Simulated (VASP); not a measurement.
# SiO2: single point with LDA

Crystal: SiO2.

```
CELL_PARAMETERS angstrom
4.03050 0.00000 0.00000
0.00000 4.03050 0.00000
0.00000 0.00000 2.85290
ATOMIC_POSITIONS crystal
Si 0.50000 0.50000 0.50000
Si 0.00000 0.00000 0.00000
O 0.69443 0.69443 0.00000
O 0.19443 0.80557 0.50000
O 0.30557 0.30557 0.00000
O 0.80557 0.19443 0.50000
```

```json
{
 "Program": "VASP 6.6.1",
 "Task": "single point",
 "Functional": "LDA",
 "Potentials or basis": "VASP PAW LDA potentials, release 64 (Si, O)",
 "Cutoff": "520 eV",
 "k mesh": "6 × 6 × 8",
 "Occupations": "gaussian, width 0.05 eV",
 "Spin": "no spin polarisation",
 "Dipole correction": "no",
 "Further INCAR settings": "ALGO = Normal; EDIFF = 1e-06; NBANDS = 25"
}
```

```yaml
Pressure: -4.0 GPa
Largest_force: 0.456 eV/Å
Band_gap_on_the_k_mesh: 5.17 eV, direct
```

Forces in eV/Å, atoms in the order of the input:
```
Si   0.000  0.000  0.000
Si   0.000  0.000  0.000
O    0.322  0.322  0.000
O    0.322 -0.322  0.000
O   -0.322 -0.322  0.000
O   -0.322  0.322  0.000
```

Stress tensor (GPa, compression positive):
```
 10.01   0.00   0.00
  0.00  10.01   0.00
  0.00   0.00 -31.98
```

Levels at points of the mesh, in eV from the valence-band top:
```csv
k point,band 13,band 14,band 15,band 16,band 17,band 18,band 19,band 20
"(0.00, 0.00, 0.00)",-2.73,-0.72,-0.72,0.00,5.17,5.24,7.03,7.03
"(0.50, 0.00, 0.00)",-2.90,-2.90,-0.94,-0.94,6.86,6.86,7.81,7.81
"(0.50, 0.50, 0.00)",-2.99,-2.99,-1.87,-1.87,6.53,6.53,9.02,9.02
"(0.00, 0.00, 0.50)",-3.39,-3.39,-2.53,-2.53,9.20,9.20,12.04,12.04
"(0.50, 0.00, 0.50)",-1.98,-1.98,-1.61,-1.61,8.93,8.93,10.77,10.77
"(0.50, 0.50, 0.50)",-1.39,-1.39,-1.38,-1.38,7.43,7.43,11.25,11.25
```

Wall time 40 s on 1 thread of Intel(R) Xeon(R) Platinum 8259CL CPU @ 2.50GHz (Skylake/Cascade Lake), on a shared host, peak memory 0.16 GiB.

A k mesh can miss the band edges.
